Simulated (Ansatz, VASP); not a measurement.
# One calculation of C, two programs

Contents of POSCAR:

```
C
1.0
    1.7801417073     -1.7801417073      0.0000000000
    1.7801417073      0.0000000000     -1.7801417073
    8.0106376830      6.6755314025      6.6755314025
C
12
Direct
    0.5989500000      0.5989500000      0.2708666667
   -0.0260500000     -0.0260500000      0.1042000000
    0.2239500000      0.2239500000      0.4375333333
    0.4739500000      0.4739500000      0.7708666667
    0.8489500000      0.8489500000      0.6042000000
    0.0989500000      0.0989500000      0.9375333333
    0.5677000000      0.5677000000      0.3958666667
    0.9427000000      0.9427000000      0.2292000000
    0.1927000000      0.1927000000      0.5625333333
    0.4427000000      0.4427000000      0.8958666667
   -0.1823000000     -0.1823000000      0.7292000000
    0.3177000000      0.3177000000      0.0625333333
```

INCAR.step1

```
PREC = Accurate
ENCUT = 520
ISMEAR = 0
SIGMA = 0.05
LREAL = F
LASPH = T
NELM = 60
NBANDS = 36
GGA = PE
ALGO = Normal
EDIFF = 1E-4
LWAVE = T
LCHARG = F
```

The input INCAR.step2:

```
PREC = Accurate
ENCUT = 520
EDIFF = 1E-6
ISMEAR = 0
SIGMA = 0.05
LREAL = F
LASPH = T
NELM = 60
ALGO = Normal
ISIF = 2
LWAVE = F
LCHARG = F
METAGGA = R2SCAN
LMIXTAU = T
NBANDS = 36
ISTART = 1
```

The input KPOINTS:

```
regular mesh
0
Gamma
  10 10 2
```

Input for Ansatz:

```yaml
crystal:
  lattice:
    - [1.7801417073, -1.7801417073, 0.0]
    - [1.7801417073, 0.0, -1.7801417073]
    - [8.010637683, 6.6755314025, 6.6755314025]
  atoms:
    - { symbol: C, position: [0.59895, 0.59895, 0.2708666667] }
    - { symbol: C, position: [-0.02605, -0.02605, 0.1042] }
    - { symbol: C, position: [0.22395, 0.22395, 0.4375333333] }
    - { symbol: C, position: [0.47395, 0.47395, 0.7708666667] }
    - { symbol: C, position: [0.84895, 0.84895, 0.6042] }
    - { symbol: C, position: [0.09895, 0.09895, 0.9375333333] }
    - { symbol: C, position: [0.5677, 0.5677, 0.3958666667] }
    - { symbol: C, position: [0.9427, 0.9427, 0.2292] }
    - { symbol: C, position: [0.1927, 0.1927, 0.5625333333] }
    - { symbol: C, position: [0.4427, 0.4427, 0.8958666667] }
    - { symbol: C, position: [-0.1823, -0.1823, 0.7292] }
    - { symbol: C, position: [0.3177, 0.3177, 0.0625333333] }
basis:
  ecutwfc: 500
kpoints:
  mp_grid: { grid: [10, 10, 2] }
hamiltonian:
  xc: r2scan
scf:
  occupations: { method: gaussian, width: 0.05 }
output:
  forces: true
  stress: true
  eigenvalues: true
```

Alike in both runs: task single point; functional r2SCAN; k mesh 10 × 10 × 2; occupations gaussian, width 0.05 eV; no spin polarisation.

|  | VASP | Ansatz |
| --- | --- | --- |
| version | VASP 6.6.1 | Ansatz 0.2.0 |
| potentials or method | VASP PAW PBE potentials, release 64 (C), cutoff 520 eV | scalar-relativistic, plane waves, PAW |
| valence electrons in the cell | 48 | 48 |

VASP gave:

* gap on the k mesh at the Fermi level (eV): 0.79
* least direct gap on the mesh (eV): 2.33
* pressure (GPa): 6.1
* traceless stress, the component that is largest in VASP (GPa): -35.87
* rms of the force components (eV/Å): 1.542

Task: Estimate Ansatz's values.

Result: gap on the k mesh at the Fermi level (eV): 0.81; least direct gap on the mesh (eV): 2.34; pressure (GPa): 5.0; traceless stress, the component that is largest in VASP (GPa): -35.89; rms of the force components (eV/Å): 1.549.

VASP's potentials were made for PBE, not for r2SCAN. Atom by atom the forces differ by 0.010 eV/Å (rms over components).
